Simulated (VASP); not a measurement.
# RbBr (F-43m) in VASP: a series of runs

RbBr is run at these levels: PBE; tasks: single point.

Program: VASP 6.6.1. These are calculated values, not measurements. Logs are shortened: lines on timing, memory, paths and dates and some standing lists are left out, and cuts for length are marked.

## (1) The cell of the first run

Symmetry: F-43m, No. 216, cubic system. Conventional cell: a = 7.472 Å, b = 7.472 Å, c = 7.472 Å, α = 90.00°, β = 90.00°, γ = 90.00°. Within 4.3 Å of Rb (site symmetry -43m) lie 4 Br at 3.24 Å. Br (site symmetry -43m) has 4 Rb at 3.24 Å within 4.3 Å.

## (2) Single point, PBE (volume changed by -10%)

Input file INCAR:

```
SYSTEM = RbBr
PREC     = Accurate       ! precision mode
ENCUT    = 500            ! plane-wave cutoff, eV
EDIFF    = 1E-6           ! SCF threshold, eV
ISMEAR   = 0              ! smearing method
SIGMA    = 0.01           ! smearing width, eV
LREAL    = .FALSE.        ! projectors in reciprocal space
LASPH    = .TRUE.         ! aspherical terms in the spheres
NELM     = 120            ! most SCF steps
ALGO     = Normal         ! electronic algorithm
ISIF     = 2              ! what is computed and relaxed
LWAVE    = .FALSE.        ! write WAVECAR
LCHARG   = .TRUE.         ! write CHGCAR
GGA      = PE             ! functional
LELF     = .TRUE.         ! ELF
LVHAR    = .TRUE.       
NBANDS   = 15             ! bands
GGA_COMPAT= .FALSE.
```

Input file KPOINTS:

```
regular mesh
0
G
  4 4 4
  0 0 0
```

Input file POSCAR:

```
RbBr
1.0
    0.0000000000      3.7359579317      3.7359579317
    3.7359579317      0.0000000000      3.7359579317
    3.7359579317      3.7359579317      0.0000000000
Rb Br
1 1
Direct
    0.0000000000      0.0000000000      0.0000000000
    0.2500000000      0.2500000000      0.2500000000
```

Potentials or basis: VASP PAW PBE potentials, release 64 (Rb_sv, Br).

Launch:

```console
$ cat potpaw_PBE.64/Rb_sv/POTCAR potpaw_PBE.64/Br/POTCAR > POTCAR
$ mpirun -np 1 vasp_std > vasp.out
```

OUTCAR:

```text
SYSTEM = RbBr
   PREC = Accurate
   ENCUT = 500
   EDIFF = 1E-6
   ISMEAR = 0
   LREAL = .FALSE.
   LASPH = .TRUE.
   NELM = 120
   ISIF = 2
   GGA = PE

 ion  position               nearest neighbor table
   1  0.000  0.000  0.000-   2 3.24   2 3.24   2 3.24   2 3.24
   2  0.250  0.250  0.250-   1 3.24   1 3.24   1 3.24   1 3.24

  LATTYP: Found a face centered cubic cell.
 ALAT       =     7.4719158634

  Lattice vectors:

 A1 = (   0.0000000000,   3.7359579317,   3.7359579317)
 A2 = (   3.7359579317,   0.0000000000,   3.7359579317)
 A3 = (   3.7359579317,   3.7359579317,   0.0000000000)

Analysis of symmetry for initial positions (statically):
=====================================================================
 Subroutine PRICEL returns:
 Original cell was already a primitive cell.

 Routine SETGRP: Setting up the symmetry group for a
 face centered cubic supercell.

 Subroutine GETGRP returns: Found 24 space group operations
 (whereof 24 operations were pure point group operations)
 out of a pool of 48 trial point group operations.

The static configuration has the point symmetry T_d .

Analysis of symmetry for dynamics (positions and initial velocities):
=====================================================================
 Subroutine PRICEL returns:
 Original cell was already a primitive cell.

 Routine SETGRP: Setting up the symmetry group for a
 face centered cubic supercell.

 Subroutine GETGRP returns: Found 24 space group operations
 (whereof 24 operations were pure point group operations)
 out of a pool of 48 trial point group operations.

The dynamic configuration has the point symmetry T_d .

 Subroutine INISYM returns: Found 24 space group operations
 (whereof 24 operations are pure point group operations),
 and found     1 'primitive' translations

----------------------------------------------------------------------------------------

                                     Primitive cell

  volume of cell :     104.2884

  direct lattice vectors                    reciprocal lattice vectors
     0.000000000  3.735957932  3.735957932    -0.133834483  0.133834483  0.133834483
     3.735957932  0.000000000  3.735957932     0.133834483 -0.133834483  0.133834483
     3.735957932  3.735957932  0.000000000     0.133834483  0.133834483 -0.133834483

  length of vectors
     5.283442375  5.283442375  5.283442375     0.231808125  0.231808125  0.231808125

  position of ions in fractional coordinates (direct lattice)
[... 71 lines left out ...]
   TEBEG  =    0.0;   TEEND  =   0.0 temperature during run
   PSTRESS=    0.0 pullay stress
   NELECT =      16.0000    total number of electrons
   NUPDOWN=      -1.0000    fix difference up-down
   EMIN   =  10.00;   EMAX   =-10.00  energy-range for DOS
   EFERMI =   0.00;   METHOD = LEGACY
   ISMEAR =     0;   SIGMA  =   0.01  broadening in eV -4-tet -1-fermi 0-gaus
   EFERMI_NEDOS =   21; number of points for ismear=-14 and -15
   IALGO  =     38    algorithm
   IMIX   =      4    mixing-type and parameters
     AMIX     =   0.40;   BMIX     =  1.00
     AMIX_MAG =   1.60;   BMIX_MAG =  1.00
  volume/ion in A,a.u.               =      52.14       351.89
  Fermi-wavevector in a.u.,A,eV,Ry     =   0.876401  1.656158 10.450345  0.768079
  Thomas-Fermi vector in A             =   1.996206
   LORBIT       =      0    0 simple, 1 ext, 2 COOP (PROOUT), +10 PAW based schemes
   GGA     = PE    functional components
   LHFCALC =     F    Hartree Fock is set to
   AEXX    =    0.0000 exact exchange contribution
   IVDW    =     0    specifies the selected vdW correction
   LEPSILON=     F    determine dielectric tensor
   LRPA    =     F    only Hartree local field effects (RPA)
 non-spin polarized calculation
 Gauss-broadening in eV      SIGMA  =   0.01
  energy-cutoff  :      500.00
  volume of cell :      104.29
 maximum number of plane-waves:      2685
 NGX is ok and might be reduce to    40
   NGX = 19   NGY = 19   NGZ = 19

 number of electron      16.0000002 magnetization

 Free energy of the ion-electron system (eV)
  ---------------------------------------------------
  ext. energy  EPLUGINS =         0.00000000
  ---------------------------------------------------
  free energy    TOTEN  =        -5.87454171 eV

  energy without entropy =       -5.87454171  energy(sigma->0) =       -5.87454171

 E-fermi :  -2.7008     XC(G=0):  -6.0745

 val. band max:       -2.8139327898   @ k =   0.5000   0.5000   0.0000
 cond. band min:       1.4025950202   @ k =   0.0000   0.0000   0.0000
 fundamental gap:      4.2165278100
 Fermi energy:        -2.7008110932

 k-point     1 :       0.0000    0.0000    0.0000
  band No.  band energies     occupation
      1     -27.1657      2.00000
      2     -14.7578      2.00000
      3     -11.2949      2.00000
      4     -11.2949      2.00000
      5     -11.2949      2.00000
      6      -2.9605      2.00000
      7      -2.9605      2.00000
      8      -2.9605      2.00000
      9       1.4026      0.00000
     10       5.4936      0.00000
     11       5.4936      0.00000
     12       6.6165      0.00000
     13       6.6165      0.00000
     14       6.6165      0.00000
[... 113 lines left out ...]
      2     -14.8473      2.00000
      3     -11.3600      2.00000
      4     -11.3431      2.00000
      5     -11.1409      2.00000
      6      -3.1408      2.00000
      7      -2.9960      2.00000
      8      -2.8141      2.00000
      9       3.3099      0.00000
     10       4.0235      0.00000
     11       6.0968      0.00000
     12       6.1695      0.00000
     13       6.2184      0.00000
     14       6.6587      0.00000
     15       7.5977      0.00000

------------------------ aborting loop because EDIFF is reached ----------------------------------------

  FORCE on cell =-STRESS in cart. coord.  units (eV):
  Direction    XX          YY          ZZ          XY          YZ          ZX
  --------------------------------------------------------------------------------------
  -------------------------------------------------------------------------------------
  Total        0.8973423      0.8973423      0.8973423      0.0000000      0.0000000      0.0000000
  in kB       13.7858266     13.7858266     13.7858266      0.0000000      0.0000000      0.0000000
  external PRESSURE =      13.7858266 kB  Pullay stress =       0.0000000 kB

 VOLUME and BASIS-vectors are now :
 -----------------------------------------------------------------------------
  energy-cutoff  :      500.00
  volume of cell :      104.29
      direct lattice vectors                 reciprocal lattice vectors
     0.000000000  3.735957932  3.735957932    -0.133834483  0.133834483  0.133834483
     3.735957932  0.000000000  3.735957932     0.133834483 -0.133834483  0.133834483
     3.735957932  3.735957932  0.000000000     0.133834483  0.133834483 -0.133834483

 POSITION                                       TOTAL-FORCE (eV/Angst)
 -----------------------------------------------------------------------------------
      0.00000      0.00000      0.00000         0.000000      0.000000      0.000000
      1.86798      1.86798      1.86798        -0.000000     -0.000000     -0.000000
 -----------------------------------------------------------------------------------
    total drift:                               -0.000000     -0.000000     -0.000000

  FREE ENERGIE OF THE ION-ELECTRON SYSTEM (eV)
  ---------------------------------------------------
  free  energy   TOTEN  =        -5.8745417057 eV

  energy  without entropy=       -5.8745417057  energy(sigma->0) =       -5.87454171
```

OSZICAR:

```text
N       E                     dE             d eps       ncg     rms          rms(c)
DAV:   1     0.929027617849E+02    0.92903E+02   -0.61611E+03   240   0.861E+02
DAV:   2     0.246947459339E+01   -0.90433E+02   -0.84854E+02   311   0.160E+02
DAV:   3    -0.597327300969E+01   -0.84427E+01   -0.84150E+01   338   0.508E+01
DAV:   4    -0.623515112301E+01   -0.26188E+00   -0.26184E+00   367   0.876E+00
DAV:   5    -0.623718621279E+01   -0.20351E-02   -0.20351E-02   324   0.764E-01    0.335E+00
DAV:   6    -0.589203283590E+01    0.34515E+00   -0.42807E-01   310   0.274E+00    0.224E+00
DAV:   7    -0.584917070627E+01    0.42862E-01   -0.22769E-01   324   0.204E+00    0.106E+00
DAV:   8    -0.587025540107E+01   -0.21085E-01   -0.23129E-02   301   0.822E-01    0.141E-01
DAV:   9    -0.587290934942E+01   -0.26539E-02   -0.24999E-03   247   0.243E-01    0.114E-01
DAV:  10    -0.587450192025E+01   -0.15926E-02   -0.11144E-03   240   0.198E-01    0.198E-02
DAV:  11    -0.587453150074E+01   -0.29580E-04   -0.93706E-05   310   0.537E-02    0.809E-03
DAV:  12    -0.587454153975E+01   -0.10039E-04   -0.15275E-05   240   0.307E-02    0.289E-03
DAV:  13    -0.587454170574E+01   -0.16600E-06   -0.40867E-07   288   0.375E-03
   1 F= -.58745417E+01 E0= -.58745417E+01  d E =-.245047E-58
```

stdout:

```text
POSCAR found type information on POSCAR RbBr
 POSCAR found :  2 types and       2 ions
 scaLAPACK will be used
 LDA part: xc-table for (Slater+PW92), standard interpolation
 POSCAR, INCAR and KPOINTS ok, starting setup
 FFT: planning ... GRIDC
 FFT: planning ... GRID_SOFT
 FFT: planning ... GRID
 WAVECAR not read
 entering main loop
```

It took 23 s on 1 thread of Intel Xeon 8259CL, shared host; peak memory 0.23 GiB.

Results:

- Free energy: -5.8745 eV
- Pressure: 1.4 GPa
- Band gap on the k mesh: 4.22 eV, indirect (least direct gap 4.36 eV)

Caveat: the cell differs from its parent crystal (volume changed by -10%). A k mesh can miss the band edges.

## (3) Single point, PBE (volume changed by -5%)

Input file INCAR:

```
PREC = Accurate
ENCUT = 500
EDIFF = 1E-6
ISMEAR = 0
SIGMA = 0.01
LREAL = F
LASPH = T
NELM = 120
ALGO = Normal
ISIF = 2
LWAVE = F
LCHARG = F
GGA = PE
NBANDS = 15
GGA_COMPAT = F
```

Input file KPOINTS:

```
Automatic mesh
0
Gamma
  4 4 4
```

Input file POSCAR:

```
RbBr
1.0
    0.0000000000      3.8038992807      3.8038992807
    3.8038992807      0.0000000000      3.8038992807
    3.8038992807      3.8038992807      0.0000000000
Rb Br
1 1
Direct
    0.0000000000      0.0000000000      0.0000000000
    0.2500000000      0.2500000000      0.2500000000
```

Potentials or basis: VASP PAW PBE potentials, release 64 (Rb_sv, Br).

Launch:

```console
$ cat potpaw_PBE.64/Rb_sv/POTCAR potpaw_PBE.64/Br/POTCAR > POTCAR
$ mpirun -np 1 vasp_std > vasp.out
```

Wall time 21 s (1 thread of Intel Xeon 8259CL, shared host); peak memory 0.23 GiB.

Results (log left out):

| Item | Value |
| --- | --- |
| Free energy | -5.9117 eV |
| Pressure | 0.7 GPa |
| Band gap on the k mesh | 4.14 eV, indirect (least direct gap 4.26 eV) |

Levels at points of the mesh, in eV from the valence-band top:
```tsv
k point	band 5	band 6	band 7	band 8	band 9	band 10	band 11	band 12
(0.00, 0.00, 0.00)	-8.59	-0.11	-0.11	-0.11	4.15	8.24	8.24	9.28
(0.50, 0.00, 0.00)	-8.53	-0.33	-0.06	-0.06	6.42	6.59	7.89	7.89
(0.50, 0.50, 0.00)	-8.48	-0.44	0.00	0.00	5.96	6.79	8.73	9.19
```

Caveat: the cell differs from its parent crystal (volume changed by -5%).

## (4) Single point, PBE

This run uses another cell than the first one, of 57.94 Å³/atom, 1.111 times its volume.

Input file INCAR:

```
SYSTEM = RbBr
ALGO = Normal
EDIFF = 1E-6
ENCUT = 500
GGA = PE
GGA_COMPAT = .FALSE.
ISIF = 2
ISMEAR = 0
LASPH = .TRUE.
LCHARG = .FALSE.
LREAL = .FALSE.
LWAVE = .FALSE.
NBANDS = 15
NELM = 120
PREC = Accurate
SIGMA = 0.01
```

Input file KPOINTS:

```
k-points
0
G
  4 4 4
  0 0 0
```

Input file POSCAR:

```
RbBr
1.0
    0.0000000000      3.8694966421      3.8694966421
    3.8694966421      0.0000000000      3.8694966421
    3.8694966421      3.8694966421      0.0000000000
Rb Br
1 1
Direct
    0.0000000000      0.0000000000      0.0000000000
    0.2500000000      0.2500000000      0.2500000000
```

Launch:

```console
$ cat potpaw_PBE.64/Rb_sv/POTCAR potpaw_PBE.64/Br/POTCAR > POTCAR
$ mpirun -np 1 vasp_std > vasp.out
```

It took 23 s on 1 thread of Intel Xeon 8259CL, shared host; peak memory 0.24 GiB.

Results (log left out):

| Property | Result |
| --- | --- |
| Free energy | -5.9275 eV |
| Pressure | 0.2 GPa |
| Band gap on the k mesh | 4.07 eV, indirect (least direct gap 4.16 eV) |

Levels at points of the mesh, in eV from the valence-band top:
| k point | band 6 | band 7 | band 8 | band 9 | band 10 | band 11 |
| --- | --- | --- | --- | --- | --- | --- |
| (0.00, 0.00, 0.00) | -0.09 | -0.09 | -0.09 | 4.07 | 8.16 | 8.16 |
| (0.50, 0.00, 0.00) | -0.30 | -0.04 | -0.04 | 6.27 | 6.48 | 7.81 |
| (0.50, 0.50, 0.00) | -0.39 | 0.00 | 0.00 | 5.92 | 6.73 | 8.42 |

A k mesh can miss the band edges.

## (5) Single point, PBE (volume changed by +5%)

Input file INCAR:

```
PREC = Accurate
ENCUT = 500
EDIFF = 1E-6
ISMEAR = 0
SIGMA = 0.01
LREAL = False
LASPH = True
NELM = 120
ALGO = Normal
ISIF = 2
LWAVE = False
LCHARG = True
GGA = PE
LELF = True
LVHAR = True
NBANDS = 15
GGA_COMPAT = False
```

Input file KPOINTS:

```
Automatic mesh
0
Gamma
  4 4 4
```

Input file POSCAR:

```
RbBr
1.0
    0.0000000000      3.9329422897      3.9329422897
    3.9329422897      0.0000000000      3.9329422897
    3.9329422897      3.9329422897      0.0000000000
Rb Br
1 1
Direct
    0.0000000000      0.0000000000      0.0000000000
    0.2500000000      0.2500000000      0.2500000000
```

Launch:

```console
$ cat potpaw_PBE.64/Rb_sv/POTCAR potpaw_PBE.64/Br/POTCAR > POTCAR
$ mpirun -np 1 vasp_std > vasp.out
```

It took 34 s on 1 thread of Intel Xeon 8259CL, shared host; peak memory 0.25 GiB.

The run converged. Its results:

```yaml
Free_energy: -5.9271 eV
Pressure: -0.2 GPa
Band_gap_on_the_k_mesh: 4.01 eV, indirect (least direct gap 4.07 eV)
```

Levels at points of the mesh, in eV from the valence-band top:
```
           k point  band 5  band 6  band 7  band 8  band 9  band 10  band 11  band 12
(0.00, 0.00, 0.00)   -8.81   -0.07   -0.07   -0.07    4.01     8.08     8.08     8.97
(0.50, 0.00, 0.00)   -8.77   -0.27   -0.03   -0.03    6.13     6.38     7.72     7.72
(0.50, 0.50, 0.00)   -8.73   -0.35    0.00    0.00    5.87     6.67     8.14     8.70
```

Caveat: the cell differs from its parent crystal (volume changed by +5%).

## (6) Overview

```csv
cell,gap on the mesh (eV),pressure (GPa)
"a = 5.283 Å, angles 60.0°, 2 atoms",4.22,1.4
"a = 5.380 Å, angles 60.0°, 2 atoms",4.14,0.7
"a = 5.472 Å, angles 60.0°, 2 atoms",4.07,0.2
"a = 5.562 Å, angles 60.0°, 2 atoms",4.01,-0.2
```

Alike in all rows: task single point; level PBE; potentials or basis VASP PAW PBE potentials, release 64 (Rb_sv, Br); no spin polarisation; k mesh 4 × 4 × 4; cutoff (eV) 500; smearing gaussian 0.01 eV.

Total energies depend on the potentials used, so only differences within one code and one set of settings carry meaning.
